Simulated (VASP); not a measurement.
# Ni (Pm-3m) in VASP: further runs

The runs below take Ni through relaxation of cell and atoms, single point, with PBE.

All numbers are computed with VASP 6.6.1; they aren't measurements. Logs are shortened: lines on timing, memory, paths and dates and some standing lists are left out, and cuts for length are marked.

## 1. The cell of the first run

It takes space group Pm-3m (No. 221, cubic). The conventional cell has a = 2.278 Å, b = 2.278 Å, c = 2.278 Å, α = 90.00°, β = 90.00°, γ = 90.00°. Ni (site symmetry m-3m) has 6 Ni at 2.28 Å within 3.0 Å.

## 2. Relaxation of cell and atoms, PBE

The input, INCAR:

```
SYSTEM = Ni
  ALGO = Normal
  EDIFF = 1E-6
  EDIFFG = -0.01
  ENCUT = 600
  GGA = PE
  IBRION = 2
  ISIF = 3
  ISMEAR = -1
  LASPH = .TRUE.
  LCHARG = .FALSE.
  LREAL = .FALSE.
  LWAVE = .FALSE.
  NELM = 100
  NSW = 80
  PREC = Accurate
  SIGMA = 0.1
```

The input, KPOINTS:

```
k-points
0
G
  14 14 14
  0 0 0
```

The input, POSCAR:

```
Ni
1.0
    2.2775907947      0.0000000000      0.0000000000
    0.0000000000      2.2775907947      0.0000000000
    0.0000000000      0.0000000000      2.2775907947
Ni
1
Direct
    0.0000000000      0.0000000000      0.0000000000
```

Potentials or basis: VASP PAW PBE potentials, release 64 (Ni).

The run is started by

```console
cat potpaw_PBE.64/Ni/POTCAR > POTCAR
mpirun -np 1 vasp_std > vasp.out
```

OUTCAR:

```text
SYSTEM = Ni
   EDIFF = 1E-6
   EDIFFG = -0.01
   ENCUT = 600
   GGA = PE
   IBRION = 2
   ISIF = 3
   ISMEAR = -1
   LASPH = .TRUE.
   LREAL = .FALSE.
   NELM = 100
   NSW = 80
   PREC = Accurate

 ion  position               nearest neighbor table
   1  0.000  0.000  0.000-

  LATTYP: Found a simple cubic cell.
 ALAT       =     2.2775907947

  Lattice vectors:

 A1 = (   2.2775907947,   0.0000000000,   0.0000000000)
 A2 = (   0.0000000000,   2.2775907947,   0.0000000000)
 A3 = (   0.0000000000,   0.0000000000,   2.2775907947)

Analysis of symmetry for initial positions (statically):
=====================================================================
 Subroutine PRICEL returns:
 Original cell was already a primitive cell.

 Routine SETGRP: Setting up the symmetry group for a
 simple cubic supercell.

 Subroutine GETGRP returns: Found 48 space group operations
 (whereof 48 operations were pure point group operations)
 out of a pool of 48 trial point group operations.

The static configuration has the point symmetry O_h .

Analysis of symmetry for dynamics (positions and initial velocities):
=====================================================================
 Subroutine PRICEL returns:
 Original cell was already a primitive cell.

 Routine SETGRP: Setting up the symmetry group for a
 simple cubic supercell.

 Subroutine GETGRP returns: Found 48 space group operations
 (whereof 48 operations were pure point group operations)
 out of a pool of 48 trial point group operations.

The dynamic configuration has the point symmetry O_h .

 Subroutine INISYM returns: Found 48 space group operations
 (whereof 48 operations are pure point group operations),
 and found     1 'primitive' translations

----------------------------------------------------------------------------------------

                                     Primitive cell

  volume of cell :      11.8148

  direct lattice vectors                    reciprocal lattice vectors
     2.277590795  0.000000000  0.000000000     0.439060433  0.000000000  0.000000000
     0.000000000  2.277590795  0.000000000     0.000000000  0.439060433  0.000000000
     0.000000000  0.000000000  2.277590795     0.000000000  0.000000000  0.439060433

  length of vectors
     2.277590795  2.277590795  2.277590795     0.439060433  0.439060433  0.439060433

  position of ions in fractional coordinates (direct lattice)
     0.000000000  0.000000000  0.000000000

  ion indices of the primitive-cell ions
   primitive index   ion index
                 1           1

----------------------------------------------------------------------------------------

 KPOINTS: k-points

Automatic generation of k-mesh.
 Grid dimensions read from file:
 generate k-points for:   14   14   14

 Generating k-lattice:

  Cartesian coordinates                     Fractional coordinates (reciprocal lattice)
     0.031361459  0.000000000  0.000000000     0.071428571  0.000000000  0.000000000
     0.000000000  0.031361459  0.000000000     0.000000000  0.071428571  0.000000000
     0.000000000  0.000000000  0.031361459     0.000000000  0.000000000  0.071428571

  Length of vectors
     0.031361459  0.031361459  0.031361459

  Shift w.r.t. Gamma in fractional coordinates (k-lattice)
     0.000000000  0.000000000  0.000000000

 Subroutine IBZKPT returns following result:
 ===========================================

 Found    120 irreducible k-points:

 Following reciprocal coordinates:
            Coordinates               Weight
  0.000000  0.000000  0.000000      1.000000
  0.071429  0.000000  0.000000      6.000000
  0.142857  0.000000  0.000000      6.000000
  0.214286  0.000000  0.000000      6.000000
  0.285714  0.000000  0.000000      6.000000
  0.357143  0.000000  0.000000      6.000000
[... 16 lines left out ...]
  0.285714  0.214286  0.000000     24.000000
  0.357143  0.214286  0.000000     24.000000
 [... further k-points ...]
   k-points           NKPTS =    120   k-points in BZ     NKDIM =    120   number of bands    NBANDS=      9
   number of dos      NEDOS =    301   number of ions     NIONS =      1
   total plane-waves  NPLWV =   5832
   dimension x,y,z NGX =    18 NGY =   18 NGZ =   18
   dimension x,y,z NGXF=    36 NGYF=   36 NGZF=   36
   ions per type =               1
   NGX,Y,Z   is equivalent  to a cutoff of  13.14, 13.14, 13.14 a.u.
   NGXF,Y,Z  is equivalent  to a cutoff of  26.28, 26.28, 26.28 a.u.
 SYSTEM =  Ni
   PREC   = accura    normal or accurate (medium, high low for compatibility)
   ISTART =      0    job   : 0-new  1-cont  2-samecut
   ICHARG =      2    charge: 1-file 2-atom 10-const
   ISPIN  =      1    spin polarized calculation?
   LNONCOLLINEAR =      F non collinear calculations
   LSORBIT =      F    spin-orbit coupling
   LASPH  =      T    aspherical Exc in radial PAW
   ENCUT  =  600.0 eV  44.10 Ry    6.64 a.u.   4.55  4.55  4.55*2*pi/ulx,y,z
   NELM   =    100;   NELMIN=  2; NELMDL= -5     # of ELM steps
   EDIFF  = 0.1E-05   stopping-criterion for ELM
   LREAL  =      F    real-space projection
   EDIFFG = -.1E-01   stopping-criterion for IOM
   NSW    =     80    number of steps for IOM
   IBRION =      2    ionic relax: 0-MD 1-quasi-New 2-CG
   NFREE  =      1    steps in history (QN), initial steepest desc. (CG)
   ISIF   =      3    stress and relaxation
   ISYM   =      2    0-nonsym 1-usesym 2-fastsym
   POTIM  = 0.5000    time-step for ionic-motion
   TEBEG  =    0.0;   TEEND  =   0.0 temperature during run
   PSTRESS=    0.0 pullay stress
   NELECT =      10.0000    total number of electrons
   NUPDOWN=      -1.0000    fix difference up-down
   EMIN   =  10.00;   EMAX   =-10.00  energy-range for DOS
   EFERMI =   0.00;   METHOD = LEGACY
   ISMEAR =    -1;   SIGMA  =   0.10  broadening in eV -4-tet -1-fermi 0-gaus
   EFERMI_NEDOS =   21; number of points for ismear=-14 and -15
   IALGO  =     38    algorithm
   IMIX   =      4    mixing-type and parameters
     AMIX     =   0.40;   BMIX     =  1.00
     AMIX_MAG =   1.60;   BMIX_MAG =  1.00
  volume/ion in A,a.u.               =      11.81        79.73
  Fermi-wavevector in a.u.,A,eV,Ry     =   1.548576  2.926384 32.627954  2.398087
  Thomas-Fermi vector in A             =   2.653506
   LORBIT       =      0    0 simple, 1 ext, 2 COOP (PROOUT), +10 PAW based schemes
   GGA     = PE    functional components
   LHFCALC =     F    Hartree Fock is set to
   AEXX    =    0.0000 exact exchange contribution
   IVDW    =     0    specifies the selected vdW correction
   LEPSILON=     F    determine dielectric tensor
   LRPA    =     F    only Hartree local field effects (RPA)
 conjugate gradient relaxation of ions
 non-spin polarized calculation
  energy-cutoff  :      600.00
  volume of cell :       11.81
 maximum number of plane-waves:       407
   NGX =  9   NGY =  9   NGZ =  9

--------------------------------------- Ionic step        1  -------------------------------------------

 number of electron      10.0000000 magnetization

 number of electron       9.9999996 magnetization

 Free energy of the ion-electron system (eV)
  ---------------------------------------------------
  ext. energy  EPLUGINS =         0.00000000
  ---------------------------------------------------
  free energy    TOTEN  =        -4.77235128 eV

  energy without entropy =       -4.69830251  energy(sigma->0) =       -4.73532690

------------------------ aborting loop because EDIFF is reached ----------------------------------------

  FORCE on cell =-STRESS in cart. coord.  units (eV):
  Direction    XX          YY          ZZ          XY          YZ          ZX
  --------------------------------------------------------------------------------------
  -------------------------------------------------------------------------------------
  Total        0.7744433      0.7744433      0.7744433     -0.0000000     -0.0000000     -0.0000000
  in kB      105.0202613    105.0202613    105.0202613     -0.0000000     -0.0000000     -0.0000000
  external PRESSURE =     105.0202613 kB  Pullay stress =       0.0000000 kB
[... 55 lines left out ...]
  energy  without entropy=       -4.7007630677  energy(sigma->0) =       -4.74229971

--------------------------------------- Ionic step        3  -------------------------------------------

 number of electron      10.0000019 magnetization

 Free energy of the ion-electron system (eV)
  ---------------------------------------------------
  ext. energy  EPLUGINS =         0.00000000
  ---------------------------------------------------
  free energy    TOTEN  =        -4.79590445 eV

  energy without entropy =       -4.71678713  energy(sigma->0) =       -4.75634579

 E-fermi :   7.4108     XC(G=0): -12.3177

 val. band max:        7.4091288757   @ k =   0.2857   0.0714   0.0714
 cond. band min:       7.4147465506   @ k =   0.5000   0.3571   0.1429
 fundamental gap:      0.0056176749
 Fermi energy:         7.4107540880

 k-point     1 :       0.0000    0.0000    0.0000
  band No.  band energies     occupation
      1      -0.5017      2.00000
      2       4.1279      2.00000
      3       4.1279      2.00000
      4       7.4574      0.77098
      5       7.4574      0.77097
      6       7.4574      0.77097
      7      26.9476      0.00000
      8      26.9476      0.00000
      9      26.9476      0.00000
[... 265 lines left out ...]
 k-point    24 :       0.3571    0.2143    0.0000
  band No.  band energies     occupation
      1       3.4958      2.00000
      2       4.7430      2.00000
      3       5.5510      2.00000
      4       6.6641      1.99886
      5       7.1481      1.86506
      6       7.2187      1.74430
      7      14.8161      0.00000
      8      22.8841      0.00000
      9      30.2524      0.00000

 [... further k-points ...]
[... 5 lines left out ...]
  --------------------------------------------------------------------------------------
  -------------------------------------------------------------------------------------
  Total        0.0002176      0.0002176      0.0002176      0.0000000      0.0000000     -0.0000000
  in kB        0.0277038      0.0277038      0.0277038      0.0000000      0.0000000     -0.0000000
  external PRESSURE =       0.0277038 kB  Pullay stress =       0.0000000 kB
[... 16 lines left out ...]
  FREE ENERGIE OF THE ION-ELECTRON SYSTEM (eV)
  ---------------------------------------------------
  free  energy   TOTEN  =        -4.7959044455 eV

  energy  without entropy=       -4.7167871256  energy(sigma->0) =       -4.75634579

 reached required accuracy - stopping structural energy minimisation
```

It took 22 s on 1 thread of Intel Xeon 6975P-C (Granite Rapids), shared host; peak memory 0.13 GiB.

Results:

| Item | Value |
| --- | --- |
| Free energy | -4.7959 eV |
| Relaxed volume | 12.58 Å³/atom |
| Relaxed cell | a = 2.326 Å, b = 2.326 Å, c = 2.326 Å, α = 90.00°, β = 90.00°, γ = 90.00° |
| Space group after relaxing (to 0.05 Å) | Pm-3m (No. 221) |
| Energy gained by relaxing | 23.6 meV/atom |
| Ionic steps | 3 |
| Pressure after relaxing | 0.0 GPa |
| Band gap on the k mesh | zero (band 5 reaches 8.22 eV, above the bottom of band 6 at 6.94 eV) |

The path:
| step | energy change (eV) | largest force (eV/Å) | pressure (GPa) | volume (Å³) |
| --- | --- | --- | --- | --- |
| 1 | 0.0000 | 0.0000 | 10.50 | 11.81 |
| 2 | -0.0115 | 0.0000 | -6.05 | 13.19 |
| 3 | -0.0236 | 0.0000 | 0.00 | 12.58 |

Final structure:
```
Ni
1.0
     2.32586    0.00000    0.00000
     0.00000    2.32586    0.00000
     0.00000    0.00000    2.32586
Ni
1
Direct
  0.00000 0.00000 0.00000
```

Levels at points of the mesh, in eV from the Fermi level:
| k point | band 1 | band 2 | band 3 | band 4 | band 5 | band 6 | band 7 | band 8 | band 9 |
| --- | --- | --- | --- | --- | --- | --- | --- | --- | --- |
| (0.00, 0.00, 0.00) | -7.91 | -3.28 | -3.28 | 0.05 | 0.05 | 0.05 | 19.54 | 19.54 | 19.54 |
| (0.50, 0.00, 0.00) | -3.71 | -2.85 | -1.00 | -1.00 | -0.97 | 0.14 | 3.86 | 24.54 | 26.74 |
| (0.50, 0.50, 0.00) | -3.88 | -2.52 | -0.79 | -0.79 | 0.75 | 5.28 | 5.28 | 11.43 | 11.43 |
| (0.50, 0.50, 0.50) | -2.93 | -2.93 | -2.93 | 0.81 | 0.81 | 11.88 | 11.88 | 11.88 | 13.89 |

Caveat: the run has no spin polarisation, though such a crystal can be magnetic.

## 3. Single point, PBE

This run uses another cell than the first one, of 12.59 Å³/atom, 1.066 times its volume.

The input, INCAR:

```
ALGO = Normal
EDIFF = 1E-6
ENCUT = 520
GGA = PE
ISIF = 2
ISMEAR = -1
LASPH = True
LCHARG = True
LELF = True
LREAL = False
LVHAR = True
LWAVE = False
NBANDS = 11
NELM = 100
PREC = Accurate
SIGMA = 0.1
```

The input, KPOINTS:

```
k-points
0
Gamma
  7 7 7
```

The input, POSCAR:

```
Ni
1.0
    2.3265229988      0.0000000000      0.0000000000
    0.0000000000      2.3265229988      0.0000000000
    0.0000000000      0.0000000000      2.3265229988
Ni
1
Direct
    0.0000000000      0.0000000000      0.0000000000
```

Potentials or basis: VASP PAW PBE potentials, release 64 (Ni).

The run is started by

```console
cat potpaw_PBE.64/Ni/POTCAR > POTCAR
mpirun -np 1 vasp_std > vasp.out
```

Run time: 3.4 s. Hardware: 1 thread of Intel Xeon 6975P-C, shared host; peak memory 0.12 GiB.

The run converged. Its results:

```
Free energy            : -4.8246 eV
Pressure               : -0.5 GPa
Band gap on the k mesh : zero (band 5 reaches 7.91 eV, above the bottom of band 6 at 6.94 eV)
```

Levels at points of the mesh, in eV from the Fermi level:
| k point | band 1 | band 2 | band 3 | band 4 | band 5 | band 6 | band 7 | band 8 | band 9 | band 10 |
| --- | --- | --- | --- | --- | --- | --- | --- | --- | --- | --- |
| (0.00, 0.00, 0.00) | -7.94 | -3.31 | -3.31 | 0.02 | 0.02 | 0.02 | 19.49 | 19.49 | 19.49 | 23.31 |

Caveat: the k points lie up to 0.39 Å⁻¹ apart; the run has no spin polarisation, though such a crystal can be magnetic. Spin polarisation is off, so any magnetic state and its effect on volume and gap are missing.
